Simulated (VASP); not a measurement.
A run of VASP 6.6.1 is set up as follows.

File INCAR:

```
SYSTEM = LiF
PREC = Accurate
ENCUT = 600
EDIFF = 1E-7
ISMEAR = -1
SIGMA = 0.02
LREAL = .False.
LASPH = .True.
NELM = 100
ALGO = Normal
ISIF = 3
LWAVE = .False.
LCHARG = .False.
GGA = PS
IBRION = 2
NSW = 80
EDIFFG = -0.005
```

File KPOINTS:

```
regular mesh
0
Gamma
  10 10 10
  0 0 0
```

POSCAR

```
LiF
1.0
    0.0000000000      2.0335339324      2.0335339324
    2.0335339324      0.0000000000      2.0335339324
    2.0335339324      2.0335339324      0.0000000000
Li F
1 1
Direct
    0.0000000000      0.0000000000      0.0000000000
    0.5000000000      0.5000000000      0.5000000000
```

Potentials or basis: VASP PAW PBE potentials, release 64 (Li_sv, F).

Command:

```console
$ cat potpaw_PBE.64/Li_sv/POTCAR potpaw_PBE.64/F/POTCAR > POTCAR
$ mpirun -np 1 vasp_std > vasp.out
```

(1) What does it give for the band gap on the k mesh?

(2) What does it give for the relaxed cell?

Answers

(1) 9.13 eV.

(2) a = 2.826 Å, b = 2.826 Å, c = 2.826 Å, α = 60.00°, β = 60.00°, γ = 60.00°.
